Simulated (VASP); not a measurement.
Co: vibrations by perturbation theory with PBE

The system is Co.

```
Co
1.0
     2.47056    0.00000    0.00000
    -1.23528    2.13957    0.00000
     0.00000    0.00000    8.08823
Co
4
Direct
  0.66667 0.33333 0.75000
  0.00000 0.00000 0.50000
  0.33333 0.66667 0.25000
  0.00000 0.00000 0.00000
```

| Quantity | Value |
| --- | --- |
| Program | VASP 6.6.1 |
| Task | vibrations by perturbation theory |
| Functional | PBE |
| Potentials or basis | VASP PAW PBE potentials, release 64 (Co) |
| Cutoff | 520 eV |
| k mesh | 9 × 9 × 3 |
| Occupations | fermi-dirac, width 0.05 eV |
| Spin | collinear spin, ferromagnetic start |
| Starting moments | [2.0, 2.0, 2.0, 2.0] μB |
| Dipole correction | no |
| Further INCAR settings | ALGO = Fast; EDIFF = 1e-08; IBRION = 8; NSW = 1 |

| Property | Result |
| --- | --- |
| Net moment | 6.22 μB per cell |
| Site moments | Co +1.58, +1.56 (each value once) μB |
| Valence electrons inside the program's atomic spheres | Co 8.30, 8.31 (each value once) |
| Highest phonon frequency at Γ | 238 cm⁻¹ |

Phonon frequencies in cm⁻¹ (negative: imaginary):
```
              q point                                frequencies
(0.000, 0.000, 0.000)  0 0 0 110 110 112 112 134 134 225 238 238
```

It took 10 min on 1 thread of Intel(R) Xeon(R) Platinum 8559C (Emerald Rapids), with other jobs on the host, peak memory 0.42 GiB.

Caveat: the cell stands under pressure or tension, which shifts response properties.
